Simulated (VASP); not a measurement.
Set up this calculation in VASP 6.6.1, as the native input.

| Property | Result |
| --- | --- |
| Task | single point |
| Functional | r2SCAN |
| Potentials or basis | VASP PAW PBE potentials, release 64 (B, P) |
| Cutoff | 520 eV |
| k mesh | 10 × 10 × 10 |
| Occupations | gaussian, width 0.05 eV |
| Spin | no spin polarisation |
| Dipole correction | no |
| Further INCAR settings | ALGO = Normal; EDIFF = 1e-06; NBANDS = 11 |

The system is BP.

```
B P
1.0
     0.00000    2.26827    2.33631
     2.26827    0.00000    2.33631
     2.26827    2.26827    0.00000
B P
1 1
Direct
  0.00000 0.00000 0.00000
  0.75000 0.75000 0.75000
```

This cell differs from its parent crystal: strain +0.000 along x and y, +0.030 along z.

These files were run (other wordings do the same):

POSCAR

```
BP
1.0
    0.0000000000      2.2682668145      2.3363148189
    2.2682668145      0.0000000000      2.3363148189
    2.2682668145      2.2682668145      0.0000000000
B P
1 1
Direct
    0.0000000000      0.0000000000      0.0000000000
    0.7500000000      0.7500000000      0.7500000000
```

INCAR.step1

```
SYSTEM = BP
PREC = Accurate
ENCUT = 520
ISMEAR = 0
SIGMA = 0.05
LREAL = .FALSE.
LASPH = .TRUE.
NELM = 60
NBANDS = 11
GGA = PE
ALGO = Normal
EDIFF = 1E-4
LWAVE = .TRUE.
LCHARG = .FALSE.
```

INCAR.step2

```
SYSTEM = BP
PREC = Accurate
ENCUT = 520
EDIFF = 1E-6
ISMEAR = 0
SIGMA = 0.05
LREAL = .FALSE.
LASPH = .TRUE.
NELM = 60
ALGO = Normal
ISIF = 2
LWAVE = .FALSE.
LCHARG = .FALSE.
METAGGA = R2SCAN
LMIXTAU = .TRUE.
NBANDS = 11
ISTART = 1
```

KPOINTS

```
Automatic mesh
0
G
  10 10 10
  0 0 0
```

Potentials or basis: VASP PAW PBE potentials, release 64 (B, P).

The run is started by

```console
$ cat potpaw_PBE.64/B/POTCAR potpaw_PBE.64/P/POTCAR > POTCAR
$ cp INCAR.step1 INCAR
$ mpirun -np 1 vasp_std > vasp.out
$ cp INCAR.step2 INCAR
$ mpirun -np 1 vasp_std > vasp.out
```

Results of the run:

The pressure is -5.2 GPa and the band gap on the k mesh is 1.25 eV, indirect (least direct gap 3.44 eV).

Caveat: the cell differs from its parent crystal (strain +0.000 along x and y, +0.030 along z); the PAW data sets were made with another functional, which shifts forces and pressure a little.

Wall time 45 s on 1 thread of Intel(R) Xeon(R) Platinum 8259CL CPU @ 2.50GHz (Skylake/Cascade Lake) (shared host), peak memory 0.15 GiB.
